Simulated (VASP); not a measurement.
# Ru (P6_3/mmc) in VASP: further runs

Runs on Ru. Level: r2SCAN. Tasks: single point.

Program: VASP 6.6.1. These are calculated values, not measurements. Logs are shortened: lines on timing, memory, paths and dates and some standing lists are left out, and cuts for length are marked.

**1. The cell of the first run**

It takes space group P6_3/mmc (No. 194, hexagonal). Conventional cell: a = 2.702 Å, b = 2.702 Å, c = 4.010 Å, α = 90.00°, β = 90.00°, γ = 120.00°. Within 3.4 Å of Ru (site symmetry -6m2) lie 12 Ru at 2.54 to 2.70 Å.

**2. Single point, r2SCAN (strain -0.0600 x Voigt [0, 0, 1, 0, 0, 0])**

Input file POSCAR:

```
Ru
1.0
    2.7023482492      0.0000000000      0.0000000000
   -1.3511741246      2.3403022337      0.0000000000
    0.0000000000      0.0000000000      4.0100075896
Ru
2
Direct
    0.3333333333      0.6666666667      0.2500000000
    0.6666666667      0.3333333333      0.7500000000
```

Input file INCAR.step1:

```
PREC     = Accurate       # precision mode
ENCUT    = 520            # plane-wave cutoff, eV
ISMEAR   = 0              # smearing method
SIGMA    = 0.15           # smearing width, eV
LREAL    = F              # projectors in reciprocal space
LASPH    = T              # aspherical terms in the spheres
NELM     = 80             # most SCF steps
NBANDS   = 21             # bands
GGA      = PE             # functional
ALGO     = Normal         # electronic algorithm
EDIFF    = 1E-4           # SCF threshold, eV
LWAVE    = T              # write WAVECAR
LCHARG   = F              # write CHGCAR
```

Input file INCAR.step2:

```
PREC     = Accurate       # precision mode
ENCUT    = 520            # plane-wave cutoff, eV
EDIFF    = 1E-6           # SCF threshold, eV
ISMEAR   = 0              # smearing method
SIGMA    = 0.15           # smearing width, eV
LREAL    = F              # projectors in reciprocal space
LASPH    = T              # aspherical terms in the spheres
NELM     = 80             # most SCF steps
ALGO     = Normal         # electronic algorithm
ISIF     = 2              # what is computed and relaxed
LWAVE    = F              # write WAVECAR
LCHARG   = F              # write CHGCAR
METAGGA  = R2SCAN         # meta-GGA
LMIXTAU  = T            
NBANDS   = 21             # bands
ISTART   = 1
```

Input file KPOINTS:

```
Automatic mesh
0
Gamma
  24 24 14
```

Potentials or basis: VASP PAW PBE potentials, release 64 (Ru_pv).

On the command line:

```
$ cat potpaw_PBE.64/Ru_pv/POTCAR > POTCAR
$ cp INCAR.step1 INCAR
$ mpirun -np 1 vasp_std > vasp.out
$ cp INCAR.step2 INCAR
$ mpirun -np 1 vasp_std > vasp.out
```

OUTCAR:

```text
PREC = Accurate
   ENCUT = 520
   EDIFF = 1E-6
   ISMEAR = 0
   LREAL = F
   LASPH = T
   NELM = 80
   ISIF = 2
   METAGGA = R2SCAN
   ISTART = 1

 ion  position               nearest neighbor table
   1  0.333  0.667  0.250-   2 2.54   2 2.54   2 2.54   2 2.54   2 2.54   2 2.54
   2  0.667  0.333  0.750-   1 2.54   1 2.54   1 2.54   1 2.54   1 2.54   1 2.54

  LATTYP: Found a hexagonal cell.
 ALAT       =     2.7023482492
 C/A-ratio  =     1.4838974180

  Lattice vectors:

 A1 = (   2.7023482492,   0.0000000000,   0.0000000000)
 A2 = (  -1.3511741246,   2.3403022337,   0.0000000000)
 A3 = (   0.0000000000,   0.0000000000,   4.0100075896)

Analysis of symmetry for initial positions (statically):
=====================================================================
 Subroutine PRICEL returns:
 Original cell was already a primitive cell.

 Routine SETGRP: Setting up the symmetry group for a
 hexagonal supercell.

 Subroutine GETGRP returns: Found 24 space group operations
 (whereof 12 operations were pure point group operations)
 out of a pool of 24 trial point group operations.

The static configuration has the point symmetry D_3d.
 The point group associated with its full space group is D_6h.

Analysis of symmetry for dynamics (positions and initial velocities):
=====================================================================
 Subroutine PRICEL returns:
 Original cell was already a primitive cell.

 Routine SETGRP: Setting up the symmetry group for a
 hexagonal supercell.

 Subroutine GETGRP returns: Found 24 space group operations
 (whereof 12 operations were pure point group operations)
 out of a pool of 24 trial point group operations.

The dynamic configuration has the point symmetry D_3d.
 The point group associated with its full space group is D_6h.

 Subroutine INISYM returns: Found 24 space group operations
 (whereof 12 operations are pure point group operations),
 and found     1 'primitive' translations

----------------------------------------------------------------------------------------

                                     Primitive cell

  volume of cell :      25.3605

  direct lattice vectors                    reciprocal lattice vectors
[... 75 lines left out ...]
   NGX,Y,Z   is equivalent  to a cutoff of  12.30, 12.30, 12.44 a.u.
   NGXF,Y,Z  is equivalent  to a cutoff of  24.61, 24.61, 24.87 a.u.
 SYSTEM =  unknown system
   PREC   = accura    normal or accurate (medium, high low for compatibility)
   ISTART =      1    job   : 0-new  1-cont  2-samecut
   ICHARG =      0    charge: 1-file 2-atom 10-const
   ISPIN  =      1    spin polarized calculation?
   LNONCOLLINEAR =      F non collinear calculations
   LSORBIT =      F    spin-orbit coupling
   LASPH  =      T    aspherical Exc in radial PAW
   ENCUT  =  520.0 eV  38.22 Ry    6.18 a.u.   5.02  5.02  7.46*2*pi/ulx,y,z
   NELM   =     80;   NELMIN=  2; NELMDL=  0     # of ELM steps
   EDIFF  = 0.1E-05   stopping-criterion for ELM
   LREAL  =      F    real-space projection
   EDIFFG = 0.1E-04   stopping-criterion for IOM
   NSW    =      0    number of steps for IOM
   IBRION =     -1    ionic relax: 0-MD 1-quasi-New 2-CG
   NFREE  =      0    steps in history (QN), initial steepest desc. (CG)
   ISIF   =      2    stress and relaxation
   ISYM   =      2    0-nonsym 1-usesym 2-fastsym
   POTIM  = 0.5000    time-step for ionic-motion
   TEBEG  =    0.0;   TEEND  =   0.0 temperature during run
   PSTRESS=    0.0 pullay stress
   NELECT =      28.0000    total number of electrons
   NUPDOWN=      -1.0000    fix difference up-down
   EMIN   =  10.00;   EMAX   =-10.00  energy-range for DOS
   EFERMI =   0.00;   METHOD = LEGACY
   ISMEAR =     0;   SIGMA  =   0.15  broadening in eV -4-tet -1-fermi 0-gaus
   EFERMI_NEDOS =   21; number of points for ismear=-14 and -15
   IALGO  =     38    algorithm
   IMIX   =      4    mixing-type and parameters
     AMIX     =   0.40;   BMIX     =  1.00
     AMIX_MAG =   1.60;   BMIX_MAG =  1.00
  volume/ion in A,a.u.               =      12.68        85.57
  Fermi-wavevector in a.u.,A,eV,Ry     =   1.692030  3.197473 38.953004  2.862965
  Thomas-Fermi vector in A             =   2.773690
   LORBIT       =      0    0 simple, 1 ext, 2 COOP (PROOUT), +10 PAW based schemes
   METAGGA = R2SCAN    functional components
   LHFCALC =     F    Hartree Fock is set to
   AEXX    =    0.0000 exact exchange contribution
   IVDW    =     0    specifies the selected vdW correction
   LEPSILON=     F    determine dielectric tensor
   LRPA    =     F    only Hartree local field effects (RPA)
 non-spin polarized calculation
 Gauss-broadening in eV      SIGMA  =   0.15
  energy-cutoff  :      520.00
  volume of cell :       25.36
 maximum number of plane-waves:       703
 NGX is ok and might be reduce to    20
   NGX =  9   NGY =  9   NGZ = 15

 number of electron      28.0000007 magnetization

 Free energy of the ion-electron system (eV)
  ---------------------------------------------------
  ext. energy  EPLUGINS =         0.00000000
  ---------------------------------------------------
  free energy    TOTEN  =       -50.60564626 eV

  energy without entropy =      -50.58987073  energy(sigma->0) =      -50.59775849

 E-fermi :  14.0659     XC(G=0): -15.8875

 val. band max:       14.0636990722   @ k =   0.2500   0.2083   0.2143
 cond. band min:      14.0674519754   @ k =   0.4583   0.0833   0.5000
 fundamental gap:      0.0037529032
 Fermi energy:        14.0658809793

 k-point     1 :       0.0000    0.0000    0.0000
  band No.  band energies     occupation
      1     -31.4775      2.00000
      2     -30.2218      2.00000
      3     -30.2218      2.00000
      4     -29.9126      2.00000
      5     -29.9126      2.00000
      6     -29.7502      2.00000
[... 565 lines left out ...]
     20      22.4832      0.00000
     21      26.4481      0.00000

 [... further k-points ...]
[... 5 lines left out ...]
  --------------------------------------------------------------------------------------
  -------------------------------------------------------------------------------------
  Total        2.7361356      2.7361356      8.4206763      0.0000000      0.0000000      0.0000000
  in kB      172.8581005    172.8581005    531.9846437      0.0000000      0.0000000      0.0000000
  external PRESSURE =     292.5669482 kB  Pullay stress =       0.0000000 kB

 VOLUME and BASIS-vectors are now :
 -----------------------------------------------------------------------------
  energy-cutoff  :      520.00
  volume of cell :       25.36
      direct lattice vectors                 reciprocal lattice vectors
     2.702348249  0.000000000  0.000000000     0.370048531  0.213647619  0.000000000
    -1.351174125  2.340302234  0.000000000     0.000000000  0.427295238  0.000000000
     0.000000000  0.000000000  4.010007590     0.000000000  0.000000000  0.249376087

 POSITION                                       TOTAL-FORCE (eV/Angst)
 -----------------------------------------------------------------------------------
     -0.00000      1.56020      1.00250        -0.000000      0.000000      0.000000
      1.35117      0.78010      3.00751         0.000000      0.000000      0.000000
 -----------------------------------------------------------------------------------
    total drift:                               -0.000000      0.000000     -0.000000

  FREE ENERGIE OF THE ION-ELECTRON SYSTEM (eV)
  ---------------------------------------------------
  free  energy   TOTEN  =       -50.6056462577 eV

  energy  without entropy=      -50.5898707306  energy(sigma->0) =      -50.59775849
```

It took 5 min on 1 thread of Intel Xeon 6975P-C (Granite Rapids), shared host; peak memory 0.3 GiB.

Results:

```yaml
Free_energy: -50.6056 eV
Pressure: 29.3 GPa
Band_gap_on_the_k_mesh: zero (band 14 reaches 15.59 eV, above the bottom of band 15 at 11.93 eV)
```

Caveat: the cell differs from its parent crystal (strain -0.0600 x Voigt [0, 0, 1, 0, 0, 0]); the PAW data sets were made with another functional, which shifts forces and pressure a little.

**3. Single point, r2SCAN (strain -0.0450 x Voigt [0, 0, 1, 0, 0, 0])**

POSCAR: that of step 2 with these lines changed.

```diff
@@ -4,3 +4,3 @@
    -1.3511741246      2.3403022337      0.0000000000
-    0.0000000000      0.0000000000      4.0100075896
+    0.0000000000      0.0000000000      4.0739970725
 Ru
```

Input file INCAR.step1:

```
SYSTEM = Ru
ALGO = Normal
EDIFF = 1E-4
ENCUT = 520
GGA = PE
ISMEAR = 0
LASPH = .True.
LCHARG = .False.
LREAL = .False.
LWAVE = .True.
NBANDS = 21
NELM = 60
PREC = Accurate
SIGMA = 0.15
```

Input file INCAR.step2:

```
SYSTEM = Ru
ALGO = Normal
EDIFF = 1E-6
ENCUT = 520
ISIF = 2
ISMEAR = 0
ISTART = 1
LASPH = .True.
LCHARG = .False.
LMIXTAU = .True.
LREAL = .False.
LWAVE = .False.
METAGGA = R2SCAN
NBANDS = 21
NELM = 60
PREC = Accurate
SIGMA = 0.15
```

Input file KPOINTS:

```
k-points
0
Gamma
  24 24 14
  0 0 0
```

Potentials or basis: VASP PAW PBE potentials, release 64 (Ru_pv).

On the command line:

```
$ cat potpaw_PBE.64/Ru_pv/POTCAR > POTCAR
$ cp INCAR.step1 INCAR
$ mpirun -np 1 vasp_std > vasp.out
$ cp INCAR.step2 INCAR
$ mpirun -np 1 vasp_std > vasp.out
```

It took 4.8 min on 1 thread of Intel Xeon 6975P-C (Granite Rapids), shared host; peak memory 0.31 GiB.

The run converged. Its results:

| Quantity | Value |
| --- | --- |
| Free energy | -50.7210 eV |
| Pressure | 21.1 GPa |
| Band gap on the k mesh | zero (band 14 reaches 15.31 eV, above the bottom of band 15 at 11.67 eV) |

Stress tensor (GPa, compression positive):
```
12.60  0.00  0.00
 0.00 12.60  0.00
 0.00  0.00 38.15
```

Levels at points of the mesh, in eV from the Fermi level:
| k point | band 10 | band 11 | band 12 | band 13 | band 14 | band 15 | band 16 | band 17 | band 18 | band 19 |
| --- | --- | --- | --- | --- | --- | --- | --- | --- | --- | --- |
| (0.00, 0.00, 0.00) | -3.02 | -2.24 | -2.12 | -2.12 | -2.03 | -2.03 | 1.29 | 1.29 | 2.05 | 8.41 |
| (0.50, 0.00, 0.00) | -3.82 | -2.16 | -2.02 | -1.42 | 1.25 | 1.86 | 2.37 | 4.38 | 6.63 | 8.41 |
| (0.00, 0.00, 0.50) | -3.36 | -3.36 | -3.36 | -2.72 | -2.72 | 0.65 | 0.65 | 0.65 | 0.65 | 8.41 |
| (0.50, 0.00, 0.50) | -4.95 | -1.44 | -1.44 | 0.45 | 0.45 | 1.64 | 1.64 | 3.68 | 3.68 | 8.41 |

Caveat: the cell differs from its parent crystal (strain -0.0450 x Voigt [0, 0, 1, 0, 0, 0]); the PAW data sets were made with another functional, which shifts forces and pressure a little.

**4. Single point, r2SCAN (strain -0.0300 x Voigt [0, 0, 1, 0, 0, 0])**

POSCAR: that of step 3 with these lines changed.

```diff
@@ -4,3 +4,3 @@
    -1.3511741246      2.3403022337      0.0000000000
-    0.0000000000      0.0000000000      4.0739970725
+    0.0000000000      0.0000000000      4.1379865553
 Ru
```

Input file INCAR.step1:

```
PREC = Accurate
ENCUT = 520
ISMEAR = 0
SIGMA = 0.15
LREAL = F
LASPH = T
NELM = 100
NBANDS = 21
GGA = PE
ALGO = Normal
EDIFF = 1E-4
LWAVE = T
LCHARG = F
```

Input file INCAR.step2:

```
PREC = Accurate
ENCUT = 520
EDIFF = 1E-6
ISMEAR = 0
SIGMA = 0.15
LREAL = F
LASPH = T
NELM = 100
ALGO = Normal
ISIF = 2
LWAVE = F
LCHARG = F
METAGGA = R2SCAN
LMIXTAU = T
NBANDS = 21
ISTART = 1
```

Input file KPOINTS:

```
Automatic mesh
0
Gamma
  24 24 14
```

On the command line:

```
$ cat potpaw_PBE.64/Ru_pv/POTCAR > POTCAR
$ cp INCAR.step1 INCAR
$ mpirun -np 1 vasp_std > vasp.out
$ cp INCAR.step2 INCAR
$ mpirun -np 1 vasp_std > vasp.out
```

Run time: 10 min. Hardware: 1 thread of Oxide Virtual Turin-like, shared host; peak memory 0.27 GiB.

It converged, with:

```
Free energy            : -50.8000 eV
Pressure               : 13.8 GPa
Band gap on the k mesh : zero (band 14 reaches 15.04 eV, above the bottom of band 15 at 11.51 eV)
```

Stress tensor (GPa, compression positive):
```
 8.52  0.00  0.00
 0.00  8.52  0.00
 0.00  0.00 24.49
```

Levels at points of the mesh, in eV from the Fermi level:
```csv
k point,band 11,band 12,band 13,band 14,band 15,band 16,band 17,band 18
"(0.00, 0.00, 0.00)",-2.34,-2.09,-2.09,-1.84,-1.84,1.27,1.27,1.81
"(0.50, 0.00, 0.00)",-2.09,-2.07,-1.48,1.33,1.88,2.24,4.34,6.57
"(0.00, 0.00, 0.50)",-3.20,-3.20,-2.76,-2.76,0.61,0.61,0.61,0.61
"(0.50, 0.00, 0.50)",-1.33,-1.33,0.45,0.45,1.68,1.68,3.64,3.64
```

Caveat: the cell differs from its parent crystal (strain -0.0300 x Voigt [0, 0, 1, 0, 0, 0]); the PAW data sets were made with another functional, which shifts forces and pressure a little.

**5. Single point, r2SCAN (strain -0.0150 x Voigt [0, 0, 1, 0, 0, 0])**

POSCAR: that of step 4 with these lines changed.

```diff
@@ -4,3 +4,3 @@
    -1.3511741246      2.3403022337      0.0000000000
-    0.0000000000      0.0000000000      4.1379865553
+    0.0000000000      0.0000000000      4.2019760381
 Ru
```

Input file INCAR.step1:

```
SYSTEM = Ru
  PREC = Accurate
  ENCUT = 520
  ISMEAR = 0
  SIGMA = 0.15
  LREAL = .FALSE.
  LASPH = .TRUE.
  NELM = 80
  NBANDS = 21
  GGA = PE
  ALGO = Normal
  EDIFF = 1E-4
  LWAVE = .TRUE.
  LCHARG = .FALSE.
```

Input file INCAR.step2:

```
SYSTEM = Ru
  PREC = Accurate
  ENCUT = 520
  EDIFF = 1E-6
  ISMEAR = 0
  SIGMA = 0.15
  LREAL = .FALSE.
  LASPH = .TRUE.
  NELM = 80
  ALGO = Normal
  ISIF = 2
  LWAVE = .FALSE.
  LCHARG = .FALSE.
  METAGGA = R2SCAN
  LMIXTAU = .TRUE.
  NBANDS = 21
  ISTART = 1
```

Input file KPOINTS:

```
regular mesh
0
G
  24 24 14
  0 0 0
```

On the command line:

```
$ cat potpaw_PBE.64/Ru_pv/POTCAR > POTCAR
$ cp INCAR.step1 INCAR
$ mpirun -np 1 vasp_std > vasp.out
$ cp INCAR.step2 INCAR
$ mpirun -np 1 vasp_std > vasp.out
```

Wall time 12 min (1 thread of Oxide Virtual Turin-like, shared host); peak memory 0.28 GiB.

It converged, with:

| Item | Value |
| --- | --- |
| Free energy | -50.8463 eV |
| Pressure | 7.4 GPa |
| Band gap on the k mesh | zero (band 14 reaches 14.78 eV, above the bottom of band 15 at 11.31 eV) |

Stress tensor (GPa, compression positive):
```
 4.96  0.00  0.00
 0.00  4.96  0.00
 0.00  0.00 12.19
```

Levels at points of the mesh, in eV from the Fermi level:
```csv
k point,band 11,band 12,band 13,band 14,band 15,band 16,band 17,band 18
"(0.00, 0.00, 0.00)",-2.44,-2.06,-2.06,-1.67,-1.67,1.25,1.25,1.59
"(0.50, 0.00, 0.00)",-2.14,-1.99,-1.54,1.40,1.90,2.12,4.30,6.51
"(0.00, 0.00, 0.50)",-3.06,-3.06,-2.81,-2.81,0.58,0.58,0.58,0.58
"(0.50, 0.00, 0.50)",-1.23,-1.23,0.46,0.46,1.71,1.71,3.60,3.60
```

Caveat: the cell differs from its parent crystal (strain -0.0150 x Voigt [0, 0, 1, 0, 0, 0]); the PAW data sets were made with another functional, which shifts forces and pressure a little.

**6. Overview**

```tsv
cell	gap on the mesh (eV)	pressure (GPa)
a = 2.702, b = 2.702, c = 4.010 Å, angles 90.0, 90.0, 120.0°, 2 atoms	none	29.3
a = 2.702, b = 2.702, c = 4.074 Å, angles 90.0, 90.0, 120.0°, 2 atoms	none	21.1
a = 2.702, b = 2.702, c = 4.138 Å, angles 90.0, 90.0, 120.0°, 2 atoms	none	13.8
a = 2.702, b = 2.702, c = 4.202 Å, angles 90.0, 90.0, 120.0°, 2 atoms	none	7.4
```

Alike in all rows: task single point; level r2SCAN; potentials or basis VASP PAW PBE potentials, release 64 (Ru_pv); no spin polarisation; k mesh 24 × 24 × 14; cutoff (eV) 520; smearing gaussian 0.15 eV.

Caveats: the PAW data sets were made with another functional, which shifts forces and pressure a little.

Absolute energies hang on the potentials; compare differences alone.
